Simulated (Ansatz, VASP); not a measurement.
Two plane-wave programs on K3SbI

```
K Sb I
1.0
     6.48575    0.00000    0.00000
     0.00000    6.48575    0.00000
     0.00000    0.00000    6.47257
K Sb I
3 1 1
Direct
  0.00000 0.50000 0.00000
  0.50000 0.00000 0.00000
  0.50000 0.50000 0.50000
  0.00000 0.00000 0.50000
  0.00000 0.00000 0.00000
```

Alike in both runs: functional PBE; k mesh 6 × 6 × 6; occupations gaussian, width 0.1 eV; no spin polarisation.

Ansatz relaxed the structure, and its values are those at the end. VASP's run is a single point on that final structure, the one shown.

|  | VASP | Ansatz |
| --- | --- | --- |
| version | VASP 6.6.1 | Ansatz 0.2.0 |
| potentials or method | VASP PAW PBE potentials, release 64 (K_sv, Sb, I), cutoff 520 eV | scalar-relativistic, plane waves, PAW |
| valence electrons in the cell | 39 | 59 |

|  | VASP | Ansatz | Ansatz less VASP |
| --- | --- | --- | --- |
| gap on the k mesh at the Fermi level (eV) | none | none | - |
| pressure (GPa) | 0.0 | 0.0 | 0.00 |

A gap of «none» marks a metal or a gap that the smearing closes. VASP's potentials hold 39 valence electrons a cell and Ansatz's 59, so a difference there can come from the potentials and not from the codes.

Neither program's run includes spin-orbit coupling.
